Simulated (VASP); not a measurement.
Crystal: BiN.

```
Bi N
1.0
     4.02511    0.00000    0.00000
     0.00000    4.02511    0.00000
     0.00000    0.00000    5.27624
Bi N
2 2
Direct
  0.50000 0.00000 0.20865
  0.00000 0.50000 0.79135
  0.00000 0.00000 0.00000
  0.50000 0.50000 0.00000
```

| Item | Value |
| --- | --- |
| Program | VASP 6.6.1 |
| Task | relaxation of shape and atoms at fixed volume |
| Functional | PBE |
| Potentials or basis | VASP PAW PBE potentials, release 64 (Bi_d, N) |
| Cutoff | 600 eV |
| k mesh | 8 × 8 × 6 |
| Occupations | gaussian, width 0.05 eV |
| Spin | no spin polarisation |

At the start: pressure 1.8 GPa; volume 21.37 Å³/atom.

Where does the relaxation end?

Over 5 steps the energy falls by 2.5 meV/atom; space group P4/nmm (No. 129, to 0.1 Å) before and after.

Step by step:
```tsv
step	energy change (eV)	largest force (eV/Å)	pressure (GPa)	volume (Å³)
1	0.0000	0.3148	1.81	85.48
2	-0.0072	0.0683	0.89	85.48
3	-0.0081	0.0541	0.45	85.48
4	-0.0096	0.0248	0.27	85.48
5	-0.0099	0.0007	0.09	85.48
```

Final structure:
```xyz
4
Lattice="4.0540 0.0000 0.0000 0.0000 4.0540 0.0000 0.0000 0.0000 5.2012" Properties=species:S:1:pos:R:3 pbc="T T T"
Bi    2.0270    0.0000    1.1085
Bi    0.0000    2.0270    4.0928
N     0.0000    0.0000    5.2012
N     2.0270    2.0270    0.0000
```

Caveat: this functional lacks dispersion, which binds layers or chains, so the pressure and a relaxed spacing across them are unreliable.
